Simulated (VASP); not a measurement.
# O: single point with PBEsol

O:

```
CELL_PARAMETERS angstrom
0.00000 1.57702 4.51807
1.58243 0.00000 4.51807
1.58243 1.57702 0.00000
ATOMIC_POSITIONS crystal
O 0.06751 0.06751 0.93249
O 0.93249 0.93249 0.06751
```

```
Program                : VASP 6.6.1
Task                   : single point
Functional             : PBEsol
Potentials or basis    : VASP PAW PBE potentials, release 64 (O)
Cutoff                 : 600 eV
k mesh                 : 22 × 22 × 22
Occupations            : gaussian, width 0.15 eV
Spin                   : no spin polarisation
Dipole correction      : no
Further INCAR settings : ALGO = Normal; EDIFF = 1e-06; NBANDS = 13
```

```
Pressure               : 6.3 GPa
Largest force          : 0.110 eV/Å
Band gap on the k mesh : zero (bands 6 and 7 overlap by 3.38 eV)
```

Forces on the atoms (eV/Å):
```
O    0.000  0.000  0.110
O    0.000  0.000 -0.110
```

Stress tensor (GPa, compression positive):
```
9.25 0.00 0.00
0.00 9.24 0.00
0.00 0.00 0.34
```

Levels at points of the mesh, in eV from the Fermi level:
```tsv
k point	band 4	band 5	band 6	band 7	band 8	band 9
(0.00, 0.00, 0.00)	-4.43	-4.41	1.90	1.91	8.58	9.29
(0.50, 0.00, 0.00)	-7.14	-3.83	-2.71	2.35	9.37	14.03
(0.50, 0.50, 0.00)	-4.43	-4.42	1.91	1.92	5.40	11.92
(0.50, 0.00, 0.50)	-8.63	-6.09	-1.52	-1.42	10.62	11.17
(0.00, 0.50, 0.50)	-8.62	-6.09	-1.50	-1.44	10.63	11.17
```

It took 8.5 min on 1 thread of Oxide Virtual Turin-like Processor, with other jobs on the host, peak memory 0.48 GiB.

Caveat: the standard files for N, O and F lose accuracy on very short bonds; spin is off for a triplet molecule; the stress differs along the axes, from 0 to 9 GPa; this functional lacks dispersion, which holds the molecules together, so the pressure and a relaxed volume are unreliable; the PAW data sets were made with another functional, which shifts forces and pressure a little.
